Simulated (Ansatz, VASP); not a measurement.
**MgSnO2: VASP beside Ansatz**

```xyz
8
Lattice="3.7967 0.0000 0.0000 0.0000 3.9847 0.0000 0.0000 0.0000 9.5586" Properties=species:S:1:pos:R:3 pbc="T T T"
Mg    0.0000    0.0000    9.3288
Mg    1.8984    1.9923    0.2298
Sn    0.0000    0.0000    5.9349
Sn    1.8984    1.9923    3.6237
O     1.8984    0.0000    0.4128
O     0.0000    1.9923    9.1458
O     1.8984    0.0000    4.7323
O     0.0000    1.9923    4.8263
```

Change from the starting cell: the structure that the rattled cell fell into.

Alike in both runs: functional PBE; k mesh 8 × 8 × 4; occupations gaussian, width 0.02 eV; no spin polarisation.

Ansatz relaxed the structure, and its values are those at the end. VASP's run is a single point on that final structure, the one shown.

```csv
,VASP,Ansatz
version,VASP 6.6.1,Ansatz 0.2.0
potentials or method,"VASP PAW PBE potentials, release 64 (Mg, Sn_d, O), cutoff 520 eV","scalar-relativistic, plane waves, PAW"
valence electrons in the cell,56,72
```

Ansatz gave:

```
gap on the k mesh at the Fermi level (eV) : 1.99
least direct gap on the mesh (eV)         : 2.01
pressure (GPa)                            : 0.0
rms of the force components (eV/Å)        : 0.001
```

Task: Which values does VASP return?

Result: gap on the k mesh at the Fermi level (eV): 1.95; least direct gap on the mesh (eV): 1.98; pressure (GPa): 0.0; rms of the force components (eV/Å): 0.024.

VASP's potentials hold 56 valence electrons a cell and Ansatz's 72, so a difference there can come from the potentials and not from the codes.
